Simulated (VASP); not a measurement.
# Cr (Im-3m) in VASP: further runs

Runs on Cr. Level: LDA. Tasks: single point.

Program: VASP 6.6.1. These are calculated values, not measurements. Logs are shortened: lines on timing, memory, paths and dates and some standing lists are left out, and cuts for length are marked.

### 1 The cell of the first run

The structure is cubic, space group Im-3m (No. 229). The conventional cell has a = 2.498 Å, b = 2.498 Å, c = 2.498 Å, α = 90.00°, β = 90.00°, γ = 90.00°. Within 2.9 Å of Cr (site symmetry m-3m) lie 14 Cr at 2.16 to 2.50 Å.

### 2 Single point, LDA, collinear spin, ferromagnetic start (volume scaled by 0.719, to set the pressure)

INCAR reads:

```
PREC = Accurate
ENCUT = 520
EDIFF = 1E-7
ISMEAR = -1
SIGMA = 0.1
LREAL = False
LASPH = True
NELM = 150
ALGO = Normal
ISIF = 2
LWAVE = False
LCHARG = True
ISPIN = 2
MAGMOM = 2
LORBIT = 11
LMAXMIX = 4
LELF = True
LVHAR = True
NBANDS = 16
```

KPOINTS reads:

```
regular mesh
0
Gamma
  21 21 21
```

POSCAR reads:

```
Cr
1.0
   -1.2491722363      1.2491722363      1.2491722363
    1.2491722363     -1.2491722363      1.2491722363
    1.2491722363      1.2491722363     -1.2491722363
Cr
1
Direct
    0.0000000000      0.0000000000      0.0000000000
```

Potentials or basis: VASP PAW LDA potentials, release 64 (Cr_pv).

Launch:

```sh
cat potpaw_LDA.64/Cr_pv/POTCAR > POTCAR
mpirun -np 1 vasp_std > vasp.out
```

OUTCAR:

```text
PREC = Accurate
   ENCUT = 520
   EDIFF = 1E-7
   ISMEAR = -1
   LREAL = False
   LASPH = True
   NELM = 150
   ISIF = 2
   ISPIN = 2
   LORBIT = 11

 ion  position               nearest neighbor table
   1  0.000  0.000  0.000-

  LATTYP: Found a body centered cubic cell.
 ALAT       =     2.4983444726

  Lattice vectors:

 A1 = (  -1.2491722363,   1.2491722363,   1.2491722363)
 A2 = (   1.2491722363,  -1.2491722363,   1.2491722363)
 A3 = (   1.2491722363,   1.2491722363,  -1.2491722363)

Analysis of symmetry for initial positions (statically):
=====================================================================
 Subroutine PRICEL returns:
 Original cell was already a primitive cell.

 Routine SETGRP: Setting up the symmetry group for a
 body centered cubic supercell.

 Subroutine GETGRP returns: Found 48 space group operations
 (whereof 48 operations were pure point group operations)
 out of a pool of 48 trial point group operations.

The static configuration has the point symmetry O_h .

Analysis of symmetry for dynamics (positions and initial velocities):
=====================================================================
 Subroutine PRICEL returns:
 Original cell was already a primitive cell.

 Routine SETGRP: Setting up the symmetry group for a
 body centered cubic supercell.

 Subroutine GETGRP returns: Found 48 space group operations
 (whereof 48 operations were pure point group operations)
 out of a pool of 48 trial point group operations.

The dynamic configuration has the point symmetry O_h .

Analysis of structural, dynamic, and magnetic symmetry:
=====================================================================
 Subroutine PRICEL returns:
 Original cell was already a primitive cell.

 Routine SETGRP: Setting up the symmetry group for a
 body centered cubic supercell.

 Subroutine GETGRP returns: Found 48 space group operations
 (whereof 48 operations were pure point group operations)
 out of a pool of 48 trial point group operations.

The overall configuration has the point symmetry O_h .

 Subroutine INISYM returns: Found 48 space group operations
 (whereof 48 operations are pure point group operations),
 and found     1 'primitive' translations

----------------------------------------------------------------------------------------

                                     Primitive cell

  volume of cell :       7.7970

  direct lattice vectors                    reciprocal lattice vectors
    -1.249172236  1.249172236  1.249172236     0.000000000  0.400265060  0.400265060
     1.249172236 -1.249172236  1.249172236     0.400265060  0.000000000  0.400265060
     1.249172236  1.249172236 -1.249172236     0.400265060  0.400265060  0.000000000

  length of vectors
     2.163629781  2.163629781  2.163629781     0.566060276  0.566060276  0.566060276

  position of ions in fractional coordinates (direct lattice)
     0.000000000  0.000000000  0.000000000

  ion indices of the primitive-cell ions
   primitive index   ion index
                 1           1

----------------------------------------------------------------------------------------

 KPOINTS: regular mesh

Automatic generation of k-mesh.
 Grid dimensions read from file:
 generate k-points for:   21   21   21

 Generating k-lattice:

  Cartesian coordinates                     Fractional coordinates (reciprocal lattice)
     0.000000000  0.019060241  0.019060241     0.047619048  0.000000000  0.000000000
     0.019060241  0.000000000  0.019060241     0.000000000  0.047619048  0.000000000
     0.019060241  0.019060241  0.000000000     0.000000000  0.000000000  0.047619048

  Length of vectors
     0.026955251  0.026955251  0.026955251

  Shift w.r.t. Gamma in fractional coordinates (k-lattice)
     0.000000000  0.000000000  0.000000000

 Subroutine IBZKPT returns following result:
 ===========================================

 Found    286 irreducible k-points:

 Following reciprocal coordinates:
            Coordinates               Weight
  0.000000  0.000000  0.000000      1.000000
  0.047619  0.000000  0.000000     12.000000
  0.095238  0.000000  0.000000     12.000000
  0.142857  0.000000  0.000000     12.000000
  0.190476  0.000000  0.000000     12.000000
  0.238095  0.000000  0.000000     12.000000
[... 16 lines left out ...]
  0.142857  0.095238 -0.000000     48.000000
  0.190476  0.095238 -0.000000     48.000000
 [... further k-points ...]
   k-points           NKPTS =    286   k-points in BZ     NKDIM =    286   number of bands    NBANDS=     16
   number of dos      NEDOS =    301   number of ions     NIONS =      1
   total plane-waves  NPLWV =   4096
   dimension x,y,z NGX =    16 NGY =   16 NGZ =   16
   dimension x,y,z NGXF=    32 NGYF=   32 NGZF=   32
   ions per type =               1
   NGX,Y,Z   is equivalent  to a cutoff of  12.29, 12.29, 12.29 a.u.
   NGXF,Y,Z  is equivalent  to a cutoff of  24.59, 24.59, 24.59 a.u.
 SYSTEM =  unknown system
   PREC   = accura    normal or accurate (medium, high low for compatibility)
   ISTART =      0    job   : 0-new  1-cont  2-samecut
   ICHARG =      2    charge: 1-file 2-atom 10-const
   ISPIN  =      2    spin polarized calculation?
   LNONCOLLINEAR =      F non collinear calculations
   LSORBIT =      F    spin-orbit coupling
   LASPH  =      T    aspherical Exc in radial PAW
   ENCUT  =  520.0 eV  38.22 Ry    6.18 a.u.   4.02  4.02  4.02*2*pi/ulx,y,z
   NELM   =    150;   NELMIN=  2; NELMDL= -5     # of ELM steps
   EDIFF  = 0.1E-06   stopping-criterion for ELM
   LREAL  =      F    real-space projection
   EDIFFG = 0.1E-05   stopping-criterion for IOM
   NSW    =      0    number of steps for IOM
   IBRION =     -1    ionic relax: 0-MD 1-quasi-New 2-CG
   NFREE  =      0    steps in history (QN), initial steepest desc. (CG)
   ISIF   =      2    stress and relaxation
   ISYM   =      2    0-nonsym 1-usesym 2-fastsym
   POTIM  = 0.5000    time-step for ionic-motion
   TEBEG  =    0.0;   TEEND  =   0.0 temperature during run
   PSTRESS=    0.0 pullay stress
   NELECT =      12.0000    total number of electrons
   NUPDOWN=      -1.0000    fix difference up-down
   EMIN   =  10.00;   EMAX   =-10.00  energy-range for DOS
   EFERMI =   0.00;   METHOD = LEGACY
   ISMEAR =    -1;   SIGMA  =   0.10  broadening in eV -4-tet -1-fermi 0-gaus
   EFERMI_NEDOS =   21; number of points for ismear=-14 and -15
   IALGO  =     38    algorithm
   IMIX   =      4    mixing-type and parameters
     AMIX     =   0.40;   BMIX     =  1.00
     AMIX_MAG =   1.60;   BMIX_MAG =  1.00
  volume/ion in A,a.u.               =       7.80        52.62
  Fermi-wavevector in a.u.,A,eV,Ry     =   1.890135  3.571838 48.608337  3.572612
  Thomas-Fermi vector in A             =   2.931571
   LORBIT       =     11    0 simple, 1 ext, 2 COOP (PROOUT), +10 PAW based schemes
   GGA     = CA    functional components
   LHFCALC =     F    Hartree Fock is set to
   AEXX    =    0.0000 exact exchange contribution
   IVDW    =     0    specifies the selected vdW correction
   LEPSILON=     F    determine dielectric tensor
   LRPA    =     F    only Hartree local field effects (RPA)
 spin polarized calculation
  energy-cutoff  :      520.00
  volume of cell :        7.80
 maximum number of plane-waves:       236
   NGX =  7   NGY =  7   NGZ =  7

 number of electron      12.0000013 magnetization      -0.0004468

 number of electron      12.0000013 magnetization       0.0000849

 Free energy of the ion-electron system (eV)
  ---------------------------------------------------
  ext. energy  EPLUGINS =         0.00000000
  ---------------------------------------------------
  free energy    TOTEN  =        -9.21816142 eV

  energy without entropy =       -9.19857260  energy(sigma->0) =       -9.20836701

 E-fermi :  17.6715     XC(G=0): -16.4545

 val. band max:       17.6679364011   @ k =  -0.3810   0.3810   0.2857
 cond. band min:      17.6735000761   @ k =   0.1905   0.0000   0.0000
 fundamental gap:      0.0055636750
 Fermi energy:        17.6715297327

 spin component 1

 k-point     1 :       0.0000    0.0000    0.0000
  band No.  band energies     occupation
      1     -24.0179      1.00000
      2     -24.0179      1.00000
      3     -24.0178      1.00000
      4       8.9112      1.00000
      5      15.9122      1.00000
      6      15.9122      1.00000
[... 8 lines left out ...]
     15      55.2602      0.00000
     16      65.1515      0.00000

 k-point     2 :       0.0476    0.0000    0.0000
  band No.  band energies     occupation
      1     -24.0920      1.00000
      2     -24.0384      1.00000
      3     -24.0190      1.00000
      4       9.0586      1.00000
      5      15.8410      1.00000
      6      15.9018      1.00000
[... 8 lines left out ...]
     15      55.4412      0.00000
     16      63.6709      0.00000
[... 387 lines left out ...]
      5      14.9783      1.00000
      6      15.2377      1.00000
[... 8 lines left out ...]
     15      54.3027      0.00000
     16      59.2796      0.00000

 k-point    24 :       0.1905    0.0952   -0.0000
  band No.  band energies     occupation
      1     -25.5735      1.00000
      2     -24.4514      1.00000
      3     -24.1274      1.00000
      4      11.7538      1.00000
      5      14.5796      1.00000
      6      15.2542      1.00000
[... 8 lines left out ...]
     15      53.7037      0.00000
     16      59.3371      0.00000

 [... further k-points ...]

 spin component 2

 k-point     1 :       0.0000    0.0000    0.0000
  band No.  band energies     occupation
      1     -24.0178      1.00000
      2     -24.0178      1.00000
      3     -24.0178      1.00000
      4       8.9112      1.00000
      5      15.9122      1.00000
      6      15.9122      1.00000
[... 8 lines left out ...]
     15      55.2602      0.00000
     16      65.1516      0.00000

 k-point     2 :       0.0476    0.0000    0.0000
  band No.  band energies     occupation
      1     -24.0920      1.00000
      2     -24.0383      1.00000
      3     -24.0189      1.00000
      4       9.0586      1.00000
      5      15.8411      1.00000
      6      15.9019      1.00000
[... 8 lines left out ...]
     15      55.4412      0.00000
     16      63.6731      0.00000
[... 387 lines left out ...]
      5      14.9784      1.00000
      6      15.2378      1.00000
[... 8 lines left out ...]
     15      54.3028      0.00000
     16      59.2796      0.00000

 k-point    24 :       0.1905    0.0952   -0.0000
  band No.  band energies     occupation
      1     -25.5734      1.00000
      2     -24.4514      1.00000
      3     -24.1274      1.00000
      4      11.7538      1.00000
      5      14.5797      1.00000
      6      15.2542      1.00000
[... 8 lines left out ...]
     15      53.7037      0.00000
     16      59.3372      0.00000

 [... further k-points ...]

------------------------ aborting loop because EDIFF is reached ----------------------------------------

  FORCE on cell =-STRESS in cart. coord.  units (eV):
  Direction    XX          YY          ZZ          XY          YZ          ZX
  --------------------------------------------------------------------------------------
  -------------------------------------------------------------------------------------
  Total        9.6186245      9.6186245      9.6186245      0.0000000      0.0000000      0.0000000
  in kB     1976.4989681   1976.4989681   1976.4989681      0.0000000      0.0000000      0.0000000
  external PRESSURE =    1976.4989681 kB  Pullay stress =       0.0000000 kB

 VOLUME and BASIS-vectors are now :
 -----------------------------------------------------------------------------
  energy-cutoff  :      520.00
  volume of cell :        7.80
      direct lattice vectors                 reciprocal lattice vectors
    -1.249172236  1.249172236  1.249172236     0.000000000  0.400265060  0.400265060
     1.249172236 -1.249172236  1.249172236     0.400265060  0.000000000  0.400265060
     1.249172236  1.249172236 -1.249172236     0.400265060  0.400265060  0.000000000

 POSITION                                       TOTAL-FORCE (eV/Angst)
 -----------------------------------------------------------------------------------
      0.00000      0.00000      0.00000         0.000000     -0.000000      0.000000
 -----------------------------------------------------------------------------------
    total drift:                                0.000000      0.000000     -0.000000

  FREE ENERGIE OF THE ION-ELECTRON SYSTEM (eV)
  ---------------------------------------------------
  free  energy   TOTEN  =        -9.2181614237 eV

  energy  without entropy=       -9.1985725983  energy(sigma->0) =       -9.20836701

 total charge

# of ion       s       p       d       tot
------------------------------------------
    1        0.576   6.698   4.965  12.239

 magnetization (x)

# of ion       s       p       d       tot
------------------------------------------
    1        0.000   0.000   0.000   0.000
```

Wall time 34 s (1 thread of Intel Xeon Platinum 8259CL at 2.50GHz (Skylake/Cascade Lake), shared host); peak memory 0.16 GiB.

What came out:

* Free energy: -9.2182 eV
* Pressure: 197.6 GPa
* Band gap on the k mesh: zero (filled and empty bands overlap)
* Net moment: 0.00 μB per cell

Caveat: the cell differs from its parent crystal (volume scaled by 0.719, to set the pressure); the starting moments collapsed, and a magnetic state may lie lower.

### 3 Single point, LDA, collinear spin, ferromagnetic start

This run uses another cell than the first one, of 7.82 Å³/atom, 1.003 times its volume.

INCAR reads:

```
ALGO = Normal
EDIFF = 1E-7
ENCUT = 520
ISIF = 2
ISMEAR = -1
ISPIN = 2
LASPH = True
LCHARG = False
LMAXMIX = 4
LORBIT = 11
LREAL = False
LWAVE = False
MAGMOM = 2
NBANDS = 16
NELM = 150
PREC = Accurate
SIGMA = 0.1
```

KPOINTS reads:

```
k-points
0
Gamma
  21 21 21
```

POSCAR reads:

```
Cr
1.0
   -1.2503144577      1.2503144577      1.2503144577
    1.2503144577     -1.2503144577      1.2503144577
    1.2503144577      1.2503144577     -1.2503144577
Cr
1
Direct
    0.0000000000      0.0000000000      0.0000000000
```

Potentials or basis: VASP PAW LDA potentials, release 64 (Cr_pv).

Launch:

```sh
cat potpaw_LDA.64/Cr_pv/POTCAR > POTCAR
mpirun -np 1 vasp_std > vasp.out
```

Run time: 34 s. Hardware: 1 thread of Intel Xeon Platinum 8259CL at 2.50GHz (Skylake/Cascade Lake), shared host; peak memory 0.16 GiB.

Results (log left out):

| Item | Value |
| --- | --- |
| Free energy | -9.2444 eV |
| Pressure | 194.9 GPa |
| Band gap on the k mesh | zero (filled and empty bands overlap) |
| Net moment | 0.00 μB per cell |

Levels at points of the mesh, in eV from the Fermi level:
Spin up:
| k point | band 2 | band 3 | band 4 | band 5 | band 6 | band 7 | band 8 | band 9 | band 10 | band 11 |
| --- | --- | --- | --- | --- | --- | --- | --- | --- | --- | --- |
| (0.00, 0.00, 0.00) | -41.69 | -41.69 | -8.76 | -1.75 | -1.75 | -1.75 | 1.58 | 1.58 | 5.59 | 25.05 |
Spin down:
| k point | band 4 | band 5 | band 6 | band 7 | band 8 | band 9 |
| --- | --- | --- | --- | --- | --- | --- |
| (0.00, 0.00, 0.00) | -8.76 | -1.75 | -1.75 | -1.75 | 1.58 | 1.58 |

Caveat: the starting moments collapsed, and a magnetic state may lie lower.

### 4 Single point, LDA, collinear spin, ferromagnetic start

This run uses another cell than the first one, of 7.82 Å³/atom, 1.003 times its volume.

INCAR reads:

```
PREC = Accurate
ENCUT = 520
EDIFF = 1E-6
ISMEAR = -1
SIGMA = 0.1
LREAL = False
LASPH = True
NELM = 150
ALGO = Normal
ISIF = 2
LWAVE = False
LCHARG = False
ISPIN = 2
MAGMOM = 2
LORBIT = 11
LMAXMIX = 4
NBANDS = 16
```

KPOINTS reads:

```
Automatic mesh
0
Gamma
  21 21 21
```

POSCAR reads:

```
Cr
1.0
   -1.2505463333      1.2505463333      1.2505463333
    1.2505463333     -1.2505463333      1.2505463333
    1.2505463333      1.2505463333     -1.2505463333
Cr
1
Direct
    0.0000000000      0.0000000000      0.0000000000
```

Launch:

```sh
cat potpaw_LDA.64/Cr_pv/POTCAR > POTCAR
mpirun -np 1 vasp_std > vasp.out
```

Wall time 30 s (1 thread of Intel Xeon Platinum 8259CL at 2.50GHz (Skylake/Cascade Lake), shared host); peak memory 0.16 GiB.

The run converged. Its results:

```
Free energy            : -9.2497 eV
Pressure               : 194.4 GPa
Band gap on the k mesh : zero (filled and empty bands overlap)
Net moment             : 0.00 μB per cell
```

Levels at points of the mesh, in eV from the Fermi level:
Spin up:
```csv
k point,band 4,band 5,band 6,band 7,band 8,band 9
"(0.00, 0.00, 0.00)",-8.76,-1.75,-1.75,-1.75,1.58,1.58
```
Spin down:
| k point | band 4 | band 5 | band 6 | band 7 | band 8 | band 9 |
| --- | --- | --- | --- | --- | --- | --- |
| (0.00, 0.00, 0.00) | -8.76 | -1.75 | -1.75 | -1.75 | 1.58 | 1.58 |

Caveat: the starting moments collapsed, and a magnetic state may lie lower.

### 5 Single point, LDA, collinear spin, ferromagnetic start

This run uses another cell than the first one, of 10.84 Å³/atom, 1.391 times its volume.

INCAR reads:

```
SYSTEM = Cr
  PREC = Accurate
  ENCUT = 520
  EDIFF = 1E-6
  ISMEAR = -1
  SIGMA = 0.1
  LREAL = .FALSE.
  LASPH = .TRUE.
  NELM = 150
  ALGO = Normal
  ISIF = 2
  LWAVE = .FALSE.
  LCHARG = .FALSE.
  ISPIN = 2
  MAGMOM = 2
  LORBIT = 11
  LMAXMIX = 4
  GGA = CA
  NBANDS = 16
```

KPOINTS reads:

```
Automatic mesh
0
G
  21 21 21
  0 0 0
```

POSCAR reads:

```
Cr
1.0
   -1.3943742683      1.3943742683      1.3943742683
    1.3943742683     -1.3943742683      1.3943742683
    1.3943742683      1.3943742683     -1.3943742683
Cr
1
Direct
    0.0000000000      0.0000000000      0.0000000000
```

Launch:

```sh
cat potpaw_LDA.64/Cr_pv/POTCAR > POTCAR
mpirun -np 1 vasp_std > vasp.out
```

It took 64 s on 1 thread of Intel Xeon Platinum 8259CL at 2.50GHz (Skylake/Cascade Lake), shared host; peak memory 0.18 GiB.

Results (log left out):

| Quantity | Value |
| --- | --- |
| Free energy | -10.6402 eV |
| Pressure | 0.1 GPa |
| Band gap on the k mesh | zero (filled and empty bands overlap) |
| Net moment | 0.00 μB per cell |
| Valence electrons inside the program's atomic spheres | Cr 11.21 |

Levels at points of the mesh, in eV from the Fermi level:
Spin up:
| k point | band 3 | band 4 | band 5 | band 6 | band 7 | band 8 | band 9 | band 10 |
| --- | --- | --- | --- | --- | --- | --- | --- | --- |
| (0.00, 0.00, 0.00) | -42.25 | -8.02 | -1.02 | -1.02 | -1.02 | 1.16 | 1.16 | 5.38 |
Spin down:
```
           k point  band 3  band 4  band 5  band 6  band 7  band 8  band 9  band 10
(0.00, 0.00, 0.00)  -42.25   -8.02   -1.02   -1.02   -1.02    1.16    1.16     5.38
```

Caveat: the starting moments collapsed, and a magnetic state may lie lower.
